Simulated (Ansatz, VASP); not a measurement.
## Two plane-wave programs on CaSbC

```xyz
6
Lattice="4.0501 0.0000 0.0000 0.0000 4.0501 0.0000 0.0000 0.0000 7.1277" Properties=species:S:1:pos:R:3 pbc="T T T"
Ca    2.0251    0.0000    1.4647
Ca    0.0000    2.0251    5.6630
Sb    2.0251    0.0000    4.6223
Sb    0.0000    2.0251    2.5054
C     0.0000    0.0000    0.0000
C     2.0251    2.0251    0.0000
```

Alike in both runs: task single point; functional PBE; k mesh 4 × 4 × 4; occupations gaussian, width 0.1 eV; no spin polarisation.

|  | VASP | Ansatz |
| --- | --- | --- |
| version | VASP 6.6.1 | Ansatz 0.2.0 |
| potentials or method | VASP PAW PBE potentials, release 64 (Ca_sv, Sb, C), cutoff 520 eV | scalar-relativistic, plane waves, PAW |
| valence electrons in the cell | 38 | 58 |

|  | VASP | Ansatz | Ansatz less VASP |
| --- | --- | --- | --- |
| gap on the k mesh at the Fermi level (eV) | none | none | - |
| pressure (GPa) | 3.9 | 3.7 | -0.13 |
| traceless stress, the component that is largest in VASP (GPa) | -6.52 | -6.52 | -0.002 |
| rms of the force components (eV/Å) | 0.500 | 0.507 | +0.0072 |

Atom by atom the forces differ by 0.007 eV/Å (rms over components). A gap of «none» marks a metal or a gap that the smearing closes. With one functional, cell and mesh, what is left measures potentials, basis and numerics. VASP's potentials hold 38 valence electrons a cell and Ansatz's 58, so a difference there can come from the potentials and not from the codes.

The k mesh is coarse, so the values compare programs but aren't converged. Spin-orbit coupling is off throughout.
